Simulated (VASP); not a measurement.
Write the native input for VASP 6.6.1 that does the following.

- Task: single point
- Functional: LDA
- Potentials or basis: VASP PAW LDA potentials, release 64 (La, As)
- Cutoff: 500 eV
- k mesh: 7 × 7 × 7
- Occupations: fermi-dirac, width 0.15 eV
- Spin: no spin polarisation
- Dipole correction: no
- Further INCAR settings: ALGO = Normal; EDIFF = 1e-06; NBANDS = 15

The structure of LaAs lies in POSCAR:

```
LaAs
1.0
    0.0000000000      3.0755000000      3.0755000000
    3.0755000000      0.0000000000      3.0755000000
    3.0755000000      3.0755000000      0.0000000000
La As
1 1
Direct
    0.5000000000      0.5000000000      0.5000000000
    0.0000000000      0.0000000000      0.0000000000
```

The input as run:

INCAR

```
  PREC = Accurate
  ENCUT = 500
  EDIFF = 1E-6
  ISMEAR = -1
  SIGMA = 0.15
  LREAL = False
  LASPH = True
  NELM = 200
  ALGO = Normal
  ISIF = 2
  LWAVE = False
  LCHARG = False
  GGA = CA
  NBANDS = 15
  GGA_COMPAT = False
  LMAXMIX = 6
```

KPOINTS

```
regular mesh
0
Gamma
  7 7 7
```

Potentials or basis: VASP PAW LDA potentials, release 64 (La, As).

Command:

```sh
$ cat potpaw_LDA.64/La/POTCAR potpaw_LDA.64/As/POTCAR > POTCAR
$ mpirun -np 1 vasp_std > vasp.out
```

Results of the run:

- Pressure: -2.9 GPa
- Band gap on the k mesh: zero (bands 8 and 9 overlap by 0.21 eV)

Caveat: spin-orbit coupling is left out, which moves the levels of the heavy elements.

It took 38 s on 1 thread of AMD EPYC 7R43 64-Core Processor (Zen 3), on a shared host, peak memory 0.13 GiB.
